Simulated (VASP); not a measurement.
Wanted: the native input for a VASP 6.6.1 run.

| Property | Result |
| --- | --- |
| Task | single point |
| Functional | r2SCAN |
| Potentials or basis | VASP PAW PBE potentials, release 64 (Hg) |
| Cutoff | 520 eV |
| k mesh | 15 × 15 × 15 |
| Occupations | gaussian, width 0.1 eV |
| Spin | no spin polarisation |
| Dipole correction | no |
| Further INCAR settings | ALGO = Normal; EDIFF = 1e-06; NBANDS = 12 |

Hg:

```xyz
1
Lattice="1.7423 1.0059 2.2499 -1.7423 1.0059 2.2499 0.0000 -2.0118 2.2499" Properties=species:S:1:pos:R:3 pbc="T T T"
Hg    0.0000    0.0000    0.0000
```

This cell differs from its parent crystal: strained.

These files were run (other wordings do the same):

POSCAR

```
Hg
1.0
    1.7422834585      1.0059078238      2.2498614000
   -1.7422834585      1.0059078238      2.2498614000
    0.0000000000     -2.0118156475      2.2498614000
Hg
1
Direct
    0.0000000000      0.0000000000      0.0000000000
```

INCAR.step1

```
SYSTEM = Hg
PREC = Accurate
ENCUT = 520
ISMEAR = 0
SIGMA = 0.1
LREAL = .False.
LASPH = .True.
NELM = 100
NBANDS = 12
GGA = PE
ALGO = Normal
EDIFF = 1E-4
LWAVE = .True.
LCHARG = .False.
```

INCAR.step2

```
SYSTEM = Hg
PREC = Accurate
ENCUT = 520
EDIFF = 1E-6
ISMEAR = 0
SIGMA = 0.1
LREAL = .False.
LASPH = .True.
NELM = 100
ALGO = Normal
ISIF = 2
LWAVE = .False.
LCHARG = .True.
METAGGA = R2SCAN
LMIXTAU = .True.
LELF = .True.
LVHAR = .True.
NBANDS = 12
ISTART = 1
```

KPOINTS

```
regular mesh
0
Gamma
  15 15 15
  0 0 0
```

Potentials or basis: VASP PAW PBE potentials, release 64 (Hg).

The run is started by

```console
$ cat potpaw_PBE.64/Hg/POTCAR > POTCAR
$ cp INCAR.step1 INCAR
$ mpirun -np 1 vasp_std > vasp.out
$ cp INCAR.step2 INCAR
$ mpirun -np 1 vasp_std > vasp.out
```

It gave:

- Pressure: 3.6 GPa
- Band gap on the k mesh: zero (bands 6 and 7 overlap by 2.84 eV)

Caveat: the cell differs from its parent crystal (strained); the cell stands under pressure; the PAW data sets were made with another functional, which shifts forces and pressure a little; spin-orbit coupling is left out, which moves the levels of the heavy elements.

Run time: 3.5 min on 1 thread of AMD EPYC 7R13 Processor (Zen 3), on a shared host, peak memory 0.19 GiB.
